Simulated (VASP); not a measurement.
Runs of VASP 6.6.1 on SnO2. The structure is that of space group I4_1/amd (No. 141), or close to it. The cells are those of the table. 

```tsv
cell	gap on the mesh (eV)	pressure (GPa)	largest force (eV/Å)
a = 5.836 Å, angles 140.2, 140.2, 57.5°, 6 atoms	(c)	-0.1	0.05
a = 5.769 Å, angles 139.7, 139.7, 58.3°, 6 atoms	1.91	(b)	0.24
a = 5.725 Å, angles 139.4, 139.4, 58.8°, 6 atoms	2.05	(a)	0.47
a = 5.858 Å, angles 140.4, 140.4, 57.3°, 6 atoms	1.62	-1.2	0.14
a = 5.747 Å, angles 139.6, 139.6, 58.5°, 6 atoms	1.98	4.4	0.35
a = 5.791 Å, angles 139.9, 139.9, 58.0°, 6 atoms	1.84	2.0	0.14
```

Alike in all rows: task single point; level LDA; potentials or basis VASP PAW LDA potentials, release 64 (Sn_d, O); no spin polarisation; k mesh 10 × 10 × 10; cutoff (eV) 520; smearing gaussian 0.05 eV.

Q: Estimate the missing entries.

A: (a) 5.6; (b) 3.2; (c) 1.69.

Caveats: spin-orbit coupling is left out, which moves the levels of the heavy elements; the cell stands under pressure (at least some runs).

A k mesh can miss the band edges, and the runs leave out spin-orbit coupling on Sn.
